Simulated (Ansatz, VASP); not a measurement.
MgO: VASP beside Ansatz

File POSCAR:

```
MgO
1.0
    3.4841042127      0.0000000000      0.0261307816
   -1.7420521064      3.0173227576     -0.0130653908
    0.0313926570      0.0000000000      4.1856875957
Mg O
2 2
Direct
    0.6666666667      0.3333333333      0.7500000000
    0.3333333333      0.6666666667      0.2500000000
    0.6666666667      0.3333333333      0.2500000000
    0.3333333333      0.6666666667      0.7500000000
```

File INCAR.step1:

```
PREC     = Accurate       # precision mode
ENCUT    = 520            # plane-wave cutoff, eV
ISMEAR   = 0              # smearing method
SIGMA    = 0.05           # smearing width, eV
LREAL    = False          # projectors in reciprocal space
LASPH    = True           # aspherical terms in the spheres
NELM     = 80             # most SCF steps
NBANDS   = 16             # bands
GGA      = PE             # functional
ALGO     = Normal         # electronic algorithm
EDIFF    = 1E-4           # SCF threshold, eV
LWAVE    = True           # write WAVECAR
LCHARG   = False          # write CHGCAR
```

The input INCAR.step2:

```
PREC     = Accurate       # precision mode
ENCUT    = 520            # plane-wave cutoff, eV
EDIFF    = 1E-6           # SCF threshold, eV
ISMEAR   = 0              # smearing method
SIGMA    = 0.05           # smearing width, eV
LREAL    = False          # projectors in reciprocal space
LASPH    = True           # aspherical terms in the spheres
NELM     = 80             # most SCF steps
ALGO     = Normal         # electronic algorithm
ISIF     = 2              # what is computed and relaxed
LWAVE    = False          # write WAVECAR
LCHARG   = True           # write CHGCAR
METAGGA  = R2SCAN         # meta-GGA
LMIXTAU  = True         
LELF     = True           # ELF
LVHAR    = True         
NBANDS   = 16             # bands
ISTART   = 1
```

Contents of KPOINTS:

```
regular mesh
0
Gamma
  6 6 6
```

Input for Ansatz:

```yaml
crystal:
  lattice:
    - [3.4841042127, 0.0, 0.0261307816]
    - [-1.7420521064, 3.0173227576, -0.0130653908]
    - [0.031392657, 0.0, 4.1856875957]
  atoms:
    - { symbol: Mg, position: [0.6666666667, 0.3333333333, 0.75] }
    - { symbol: Mg, position: [0.3333333333, 0.6666666667, 0.25] }
    - { symbol: O, position: [0.6666666667, 0.3333333333, 0.25] }
    - { symbol: O, position: [0.3333333333, 0.6666666667, 0.75] }
basis:
  ecutwfc: 500
kpoints:
  mp_grid: { grid: [6, 6, 6] }
hamiltonian:
  xc: r2scan
scf:
  occupations: { method: gaussian, width: 0.05 }
output:
  forces: true
  stress: true
  eigenvalues: true
```

Change from the starting cell: strain +0.0150 x Voigt [0, 0, 0, 0, 1, 0], atoms carried along.

Alike in both runs: task single point; functional r2SCAN; k mesh 6 × 6 × 6; occupations gaussian, width 0.05 eV; no spin polarisation.

```csv
,VASP,Ansatz
version,VASP 6.6.1,Ansatz 0.2.0
potentials or method,"VASP PAW PBE potentials, release 64 (Mg, O), cutoff 520 eV","scalar-relativistic, plane waves, PAW"
valence electrons in the cell,16,32
```

|  | VASP | Ansatz | Ansatz less VASP |
| --- | --- | --- | --- |
| gap on the k mesh at the Fermi level (eV) | 4.07 | 4.09 | +0.014 |
| least direct gap on the mesh (eV) | 4.07 | 4.09 | +0.014 |
| pressure (GPa) | -0.8 | 0.0 | +0.80 |
| traceless stress, the component that is largest in VASP (GPa) | -1.84 | -1.83 | +0.012 |

VASP's potentials were made for PBE, not for r2SCAN. VASP's potentials hold 16 valence electrons a cell and Ansatz's 32, so a difference there can come from the potentials and not from the codes.
